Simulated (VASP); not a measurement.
Write the native input for VASP 6.6.1 that does the following.

| Property | Result |
| --- | --- |
| Task | single point |
| Functional | PBE0 |
| Potentials or basis | VASP PAW PBE potentials, release 64 (Ta_pv) |
| Cutoff | 520 eV |
| k mesh | 6 × 6 × 6 |
| Occupations | fermi-dirac, width 0.05 eV |
| Spin | no spin polarisation |
| Dipole correction | no |
| Grid for exact exchange (PRECFOCK) | Normal |
| Further INCAR settings | ALGO = Normal; EDIFF = 1e-06; NBANDS = 12 |
| Share of exact exchange | 0.25 |

The system is Ta.

```
Ta
1.0
    -1.67301    1.67301    1.67301
     1.67301   -1.67301    1.67301
     1.67301    1.67301   -1.67301
Ta
1
Direct
  0.00000 0.00000 0.00000
```

The input as run:

POSCAR

```
Ta
1.0
   -1.6730098603      1.6730098603      1.6730098603
    1.6730098603     -1.6730098603      1.6730098603
    1.6730098603      1.6730098603     -1.6730098603
Ta
1
Direct
    0.0000000000      0.0000000000      0.0000000000
```

INCAR.step1

```
SYSTEM = Ta
PREC = Accurate ; ENCUT = 520
EDIFF = 1E-5 ; ISMEAR = -1
SIGMA = 0.05 ; LREAL = .False.
LASPH = .True. ; NELM = 80
ALGO = Normal ; ISIF = 2
LWAVE = .True. ; NBANDS = 12
GGA = PE
```

INCAR.step2

```
SYSTEM = Ta
PREC = Accurate ; ENCUT = 520
EDIFF = 1E-6 ; ISMEAR = -1
SIGMA = 0.05 ; LREAL = .False.
LASPH = .True. ; NELM = 80
ALGO = Normal ; ISIF = 2
LWAVE = .False. ; LCHARG = .True.
GGA = PE ; LHFCALC = .True.
AEXX = 0.25 ; PRECFOCK = Normal
LELF = .True. ; LVHAR = .True.
NBANDS = 12 ; ISTART = 1
```

KPOINTS

```
Automatic mesh
0
Gamma
  6 6 6
  0 0 0
```

Potentials or basis: VASP PAW PBE potentials, release 64 (Ta_pv).

Launch:

```bash
$ cat potpaw_PBE.64/Ta_pv/POTCAR > POTCAR
$ cp INCAR.step1 INCAR
$ mpirun -np 1 vasp_std > vasp.out
$ cp INCAR.step2 INCAR
$ mpirun -np 1 vasp_std > vasp.out
```

Results of the run:

```
Pressure               : -5.3 GPa
Band gap on the k mesh : zero (an odd number of electrons rules out a gap without spin polarisation)
```

Caveat: the k points lie up to 0.44 Å⁻¹ apart, too coarse for converged energies and pressures of a metal; the PAW data sets were made with another functional, which shifts forces and pressure a little; spin-orbit coupling is left out, which moves the levels of the heavy elements.

It took 4.9 min on 1 thread of Intel(R) Xeon(R) 6975P-C (Granite Rapids) (shared host), peak memory 0.16 GiB.
